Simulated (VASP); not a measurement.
Wanted: the native input for a VASP 6.6.1 run.

```yaml
Task: single point
Functional: PBE
Potentials_or_basis: VASP PAW PBE potentials, release 64 (B, C)
Cutoff: 520 eV
k_mesh: 14 × 10 × 1
Occupations: gaussian, width 0.1 eV
Spin: no spin polarisation
Dipole_correction: yes
Further_INCAR_settings: ALGO = Normal; EDIFF = 1e-06; NBANDS = 18
```

The structure of BC4 lies in POSCAR:

```
BC4
1.0
    2.8975320543      0.0000000000      0.0000000000
    0.0000000000      4.3407005323      0.0000000000
    0.0000000000      0.0000000000     26.2844102400
B C
1 4
Direct
    0.0000000000      0.5000000000      0.3043629257
    0.7518030940      0.0000000000      0.3331168992
    0.2481969060      0.0000000000      0.3331168992
    0.2481969060      0.0000000000      0.2756089521
    0.7518030940      0.0000000000      0.2756089521
```

The input as run:

INCAR

```
SYSTEM = BC4
  ALGO = Normal
  DIPOL = 0.5 0.5 0.304
  EDIFF = 1E-6
  ENCUT = 520
  GGA = PE
  IDIPOL = 3
  ISIF = 2
  ISMEAR = 0
  LASPH = .TRUE.
  LCHARG = .FALSE.
  LDIPOL = .TRUE.
  LREAL = .FALSE.
  LWAVE = .FALSE.
  NBANDS = 18
  NELM = 100
  PREC = Accurate
  SIGMA = 0.1
```

KPOINTS

```
k-points
0
G
  14 10 1
  0 0 0
```

Potentials or basis: VASP PAW PBE potentials, release 64 (B, C).

Run with:

```bash
$ cat potpaw_PBE.64/B/POTCAR potpaw_PBE.64/C/POTCAR > POTCAR
$ mpirun -np 1 vasp_std > vasp.out
```

Results of the run:

| Property | Result |
| --- | --- |
| Largest force | 0.243 eV/Å |

Run time: 9.4 min on 1 thread of AMD EPYC 7R43 64-Core Processor (Zen 3), on a shared host, peak memory 0.47 GiB.
